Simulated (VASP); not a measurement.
# Al2Pt (I4/mmm) in VASP: relaxation of cell and atoms with PBE

Aim: the relaxation of cell and atoms of Al2Pt with PBE.

Program: VASP 6.6.1. These are calculated values, not measurements. Logs are shortened: lines on timing, memory, paths and dates and some standing lists are left out, and cuts for length are marked.

## 1. The cell of the first run

Symmetry: I4/mmm, No. 139, tetragonal system. Conventional cell: a = 4.255 Å, b = 4.255 Å, c = 5.810 Å, α = 90.00°, β = 90.00°, γ = 90.00°. Within 3.4 Å of Al (site symmetry -4m2) lie 4 Pt at 2.58 Å and 6 Al at 2.91 to 3.01 Å. Within 3.4 Å of Pt (site symmetry 4/mmm) lie 8 Al at 2.58 Å.

## 2. Relaxation of cell and atoms, PBE

Contents of INCAR:

```
PREC = Accurate
ENCUT = 600
EDIFF = 1E-7
ISMEAR = 0
SIGMA = 0.1
LREAL = F
LASPH = T
NELM = 100
ALGO = Fast
ISIF = 3
LWAVE = F
LCHARG = F
GGA = PE
IBRION = 2
NSW = 100
EDIFFG = -0.01
```

Contents of KPOINTS:

```
regular mesh
0
Gamma
  16 16 16
```

Contents of POSCAR:

```
Al2Pt
1.0
   -2.1276950967      2.1276950967      2.9052060290
    2.1276950967     -2.1276950967      2.9052060290
    2.1276950967      2.1276950967     -2.9052060290
Al Pt
2 1
Direct
    0.2500000000      0.7500000000      0.5000000000
    0.7500000000      0.2500000000      0.5000000000
    0.5000000000      0.5000000000      0.0000000000
```

Potentials or basis: VASP PAW PBE potentials, release 64 (Al, Pt).

Started as:

```sh
$ cat potpaw_PBE.64/Al/POTCAR potpaw_PBE.64/Pt/POTCAR > POTCAR
$ mpirun -np 1 vasp_std > vasp.out
```

OUTCAR:

```text
PREC = Accurate
   ENCUT = 600
   EDIFF = 1E-7
   ISMEAR = 0
   LREAL = F
   LASPH = T
   NELM = 100
   ISIF = 3
   GGA = PE
   IBRION = 2
   NSW = 100
   EDIFFG = -0.01

 ion  position               nearest neighbor table
   1  0.250  0.750  0.500-   3 2.58   3 2.58   3 2.58   3 2.58   2 2.91   2 2.91   2 3.01   2 3.01
                             2 3.01   2 3.01
   2  0.750  0.250  0.500-   3 2.58   3 2.58   3 2.58   3 2.58   1 2.91   1 2.91   1 3.01   1 3.01
                             1 3.01   1 3.01
   3  0.500  0.500  0.000-   1 2.58   2 2.58   1 2.58   2 2.58   1 2.58   2 2.58   1 2.58   2 2.58

  LATTYP: Found a body centered tetragonal cell.
 ALAT       =     4.2553901934
 C/A-ratio  =     1.3654240373

  Lattice vectors:

 A1 = (  -2.1276950967,   2.1276950967,   2.9052060290)
 A2 = (   2.1276950967,  -2.1276950967,   2.9052060290)
 A3 = (   2.1276950967,   2.1276950967,  -2.9052060290)

Analysis of symmetry for initial positions (statically):
=====================================================================
 Subroutine PRICEL returns:
 Original cell was already a primitive cell.

 Routine SETGRP: Setting up the symmetry group for a
 body centered tetragonal supercell.

 Subroutine GETGRP returns: Found 16 space group operations
 (whereof 16 operations were pure point group operations)
 out of a pool of 16 trial point group operations.

The static configuration has the point symmetry D_4h.

Analysis of symmetry for dynamics (positions and initial velocities):
=====================================================================
 Subroutine PRICEL returns:
 Original cell was already a primitive cell.

 Routine SETGRP: Setting up the symmetry group for a
 body centered tetragonal supercell.

 Subroutine GETGRP returns: Found 16 space group operations
 (whereof 16 operations were pure point group operations)
 out of a pool of 16 trial point group operations.

The dynamic configuration has the point symmetry D_4h.

 Subroutine INISYM returns: Found 16 space group operations
 (whereof 16 operations are pure point group operations),
 and found     1 'primitive' translations

----------------------------------------------------------------------------------------

                                     Primitive cell

  volume of cell :      52.6085

  direct lattice vectors                    reciprocal lattice vectors
    -2.127695097  2.127695097  2.905206029     0.000000000  0.234996077  0.172104834
     2.127695097 -2.127695097  2.905206029     0.234996077  0.000000000  0.172104834
     2.127695097  2.127695097 -2.905206029     0.234996077  0.234996077  0.000000000

  length of vectors
     4.182630144  4.182630144  4.182630144     0.291278612  0.291278612  0.332334639

  position of ions in fractional coordinates (direct lattice)
     0.250000000  0.750000000  0.500000000
     0.750000000  0.250000000  0.500000000
     0.500000000  0.500000000  0.000000000

  ion indices of the primitive-cell ions
   primitive index   ion index
                 1           1
                 2           2
                 3           3

----------------------------------------------------------------------------------------

 KPOINTS: regular mesh

Automatic generation of k-mesh.
 Grid dimensions read from file:
 generate k-points for:   16   16   16

 Generating k-lattice:

  Cartesian coordinates                     Fractional coordinates (reciprocal lattice)
     0.000000000  0.014687255  0.010756552     0.062500000  0.000000000  0.000000000
     0.014687255  0.000000000  0.010756552     0.000000000  0.062500000  0.000000000
     0.014687255  0.014687255  0.000000000     0.000000000  0.000000000  0.062500000

  Length of vectors
     0.018204913  0.018204913  0.020770915

  Shift w.r.t. Gamma in fractional coordinates (k-lattice)
     0.000000000  0.000000000  0.000000000

 Subroutine IBZKPT returns following result:
 ===========================================

 Found    349 irreducible k-points:

 Following reciprocal coordinates:
            Coordinates               Weight
  0.000000  0.000000  0.000000      1.000000
  0.062500  0.000000  0.000000      8.000000
  0.125000  0.000000  0.000000      8.000000
  0.187500  0.000000  0.000000      8.000000
  0.250000  0.000000  0.000000      8.000000
  0.312500 -0.000000  0.000000      8.000000
[... 16 lines left out ...]
 -0.125000  0.062500  0.000000     16.000000
 -0.062500  0.062500  0.000000      4.000000
 [... further k-points ...]
   k-points           NKPTS =    349   k-points in BZ     NKDIM =    349   number of bands    NBANDS=     12
   number of dos      NEDOS =    301   number of ions     NIONS =      3
   total plane-waves  NPLWV =  46656
   dimension x,y,z NGX =    36 NGY =   36 NGZ =   36
   dimension x,y,z NGXF=    72 NGYF=   72 NGZF=   72
   ions per type =               2   1
   NGX,Y,Z   is equivalent  to a cutoff of  14.31, 14.31, 14.31 a.u.
   NGXF,Y,Z  is equivalent  to a cutoff of  28.62, 28.62, 28.62 a.u.
 SYSTEM =  unknown system
   PREC   = accura    normal or accurate (medium, high low for compatibility)
   ISTART =      0    job   : 0-new  1-cont  2-samecut
   ICHARG =      2    charge: 1-file 2-atom 10-const
   ISPIN  =      1    spin polarized calculation?
   LNONCOLLINEAR =      F non collinear calculations
   LSORBIT =      F    spin-orbit coupling
   LASPH  =      T    aspherical Exc in radial PAW
   ENCUT  =  600.0 eV  44.10 Ry    6.64 a.u.   8.35  8.35  8.35*2*pi/ulx,y,z
   NELM   =    100;   NELMIN=  2; NELMDL= -5     # of ELM steps
   EDIFF  = 0.1E-06   stopping-criterion for ELM
   LREAL  =      F    real-space projection
   EDIFFG = -.1E-01   stopping-criterion for IOM
   NSW    =    100    number of steps for IOM
   IBRION =      2    ionic relax: 0-MD 1-quasi-New 2-CG
   NFREE  =      1    steps in history (QN), initial steepest desc. (CG)
   ISIF   =      3    stress and relaxation
   ISYM   =      2    0-nonsym 1-usesym 2-fastsym
   POTIM  = 0.5000    time-step for ionic-motion
   TEBEG  =    0.0;   TEEND  =   0.0 temperature during run
   PSTRESS=    0.0 pullay stress
   NELECT =      16.0000    total number of electrons
   NUPDOWN=      -1.0000    fix difference up-down
   EMIN   =  10.00;   EMAX   =-10.00  energy-range for DOS
   EFERMI =   0.00;   METHOD = LEGACY
   ISMEAR =     0;   SIGMA  =   0.10  broadening in eV -4-tet -1-fermi 0-gaus
   EFERMI_NEDOS =   21; number of points for ismear=-14 and -15
   IALGO  =     68    algorithm
   IMIX   =      4    mixing-type and parameters
     AMIX     =   0.40;   BMIX     =  1.00
     AMIX_MAG =   1.60;   BMIX_MAG =  1.00
  volume/ion in A,a.u.               =      17.54       118.34
  Fermi-wavevector in a.u.,A,eV,Ry     =   1.100938  2.080471 16.491143  1.212065
  Thomas-Fermi vector in A             =   2.237357
   LORBIT       =      0    0 simple, 1 ext, 2 COOP (PROOUT), +10 PAW based schemes
   GGA     = PE    functional components
   LHFCALC =     F    Hartree Fock is set to
   AEXX    =    0.0000 exact exchange contribution
   IVDW    =     0    specifies the selected vdW correction
   LEPSILON=     F    determine dielectric tensor
   LRPA    =     F    only Hartree local field effects (RPA)
 conjugate gradient relaxation of ions
 non-spin polarized calculation
 RMM-DIIS sequential band-by-band and
 Gauss-broadening in eV      SIGMA  =   0.10
  energy-cutoff  :      600.00
  volume of cell :       52.61
 maximum number of plane-waves:      1780
 NGX is ok and might be reduce to    36
   NGX = 17   NGY = 17   NGZ = 17

--------------------------------------- Ionic step        1  -------------------------------------------

 number of electron      16.0000001 magnetization

 Free energy of the ion-electron system (eV)
  ---------------------------------------------------
  ext. energy  EPLUGINS =         0.00000000
  ---------------------------------------------------
  free energy    TOTEN  =       -16.24899650 eV

  energy without entropy =      -16.24365547  energy(sigma->0) =      -16.24632598

------------------------ aborting loop because EDIFF is reached ----------------------------------------

  FORCE on cell =-STRESS in cart. coord.  units (eV):
  Direction    XX          YY          ZZ          XY          YZ          ZX
  --------------------------------------------------------------------------------------
  -------------------------------------------------------------------------------------
  Total       -0.3476499     -0.3476499      0.4587779      0.0000000     -0.0000000      0.0000000
  in kB      -10.5875870    -10.5875870     13.9719613      0.0000000     -0.0000000      0.0000000
  external PRESSURE =      -2.4010709 kB  Pullay stress =       0.0000000 kB
[... 133 lines left out ...]
  energy  without entropy=      -16.2510846345  energy(sigma->0) =      -16.25392789

--------------------------------------- Ionic step        5  -------------------------------------------

 number of electron      16.0000002 magnetization

 Free energy of the ion-electron system (eV)
  ---------------------------------------------------
  ext. energy  EPLUGINS =         0.00000000
  ---------------------------------------------------
  free energy    TOTEN  =       -16.25820725 eV

  energy without entropy =      -16.25250330  energy(sigma->0) =      -16.25535527

 E-fermi :   7.7060     XC(G=0): -10.6245

 val. band max:        7.7047619775   @ k =  -0.3750   0.2500   0.0625
 cond. band min:       7.7126408818   @ k =  -0.2500   0.5000   0.1875
 fundamental gap:      0.0078789043
 Fermi energy:         7.7060401796

 k-point     1 :       0.0000    0.0000    0.0000
  band No.  band energies     occupation
      1      -2.4113      2.00000
      2       2.7327      2.00000
      3       2.7345      2.00000
      4       2.7345      2.00000
      5       4.0681      2.00000
      6       4.0728      2.00000
      7      10.5158      0.00000
      8      11.5004      0.00000
      9      11.5004      0.00000
     10      11.5090      0.00000
     11      12.9933      0.00000
     12      13.0105      0.00000
[... 331 lines left out ...]
 k-point    24 :      -0.0625    0.0625    0.0000
  band No.  band energies     occupation
      1      -2.3403      2.00000
      2       2.6873      2.00000
      3       2.7589      2.00000
      4       2.7608      2.00000
      5       4.0333      2.00000
      6       4.0887      2.00000
      7      10.5268      0.00000
      8      10.9249      0.00000
      9      10.9354      0.00000
     10      11.1420      0.00000
     11      13.1517      0.00000
     12      13.4401      0.00000

 [... further k-points ...]

------------------------ aborting loop because EDIFF is reached ----------------------------------------

  FORCE on cell =-STRESS in cart. coord.  units (eV):
  Direction    XX          YY          ZZ          XY          YZ          ZX
  --------------------------------------------------------------------------------------
  -------------------------------------------------------------------------------------
  Total       -0.0184887     -0.0184887      0.0035498      0.0000000      0.0000000      0.0000000
  in kB       -0.5639971     -0.5639971      0.1082868      0.0000000      0.0000000      0.0000000
  external PRESSURE =      -0.3399024 kB  Pullay stress =       0.0000000 kB
[... 18 lines left out ...]
  FREE ENERGIE OF THE ION-ELECTRON SYSTEM (eV)
  ---------------------------------------------------
  free  energy   TOTEN  =       -16.2582072517 eV

  energy  without entropy=      -16.2525032976  energy(sigma->0) =      -16.25535527

 reached required accuracy - stopping structural energy minimisation
```

It took 6.9 min on 1 thread of Intel Xeon 6975P-C (Granite Rapids), shared host; peak memory 0.49 GiB.

What came out:

```yaml
Free_energy: -16.2582 eV
Relaxed_volume: 17.51 Å³/atom
Relaxed_cell: a = 4.203 Å, b = 4.203 Å, c = 4.203 Å, α = 119.96°, β = 119.96°, γ = 90.07°
Space_group_after_relaxing_to_0.1_Å: Fm-3m (No. 225)
Energy_gained_by_relaxing: 3.1 meV/atom
Ionic_steps: 5
Pressure_after_relaxing: 0.0 GPa
Band_gap_on_the_k_mesh: zero (bands 8 and 9 overlap by 5.38 eV)
```

The path:
```csv
step,energy change (eV),largest force (eV/Å),pressure (GPa),volume (Å³)
1,0.0000,0.0000,-0.24,52.61
2,-0.0056,0.0000,0.25,52.41
3,-0.0080,0.0000,0.88,52.16
4,-0.0078,0.0000,-0.99,52.92
5,-0.0092,0.0000,-0.03,52.52
```

Final structure:
```
Al Pt
1.0
    -2.10260    2.10260    2.97006
     2.10260   -2.10260    2.97006
     2.10260    2.10260   -2.97006
Al Pt
2 1
Direct
  0.25000 0.75000 0.50000
  0.75000 0.25000 0.50000
  0.50000 0.50000 0.00000
```

Levels at points of the mesh, in eV from the Fermi level:
| k point | band 6 | band 7 | band 8 | band 9 | band 10 | band 11 |
| --- | --- | --- | --- | --- | --- | --- |
| (0.00, 0.00, 0.00) | -3.63 | 2.81 | 3.79 | 3.79 | 3.80 | 5.29 |
| (0.50, 0.00, 0.00) | -3.42 | -3.42 | 1.00 | 1.01 | 3.72 | 5.07 |
| (0.50, 0.50, 0.00) | -3.37 | -3.15 | -1.59 | -1.58 | 3.01 | 3.35 |
| (0.50, 0.50, 0.50) | -3.37 | -3.15 | -1.59 | -1.59 | 3.00 | 3.34 |

Caveat: spin-orbit coupling is left out, which moves the levels of the heavy elements.
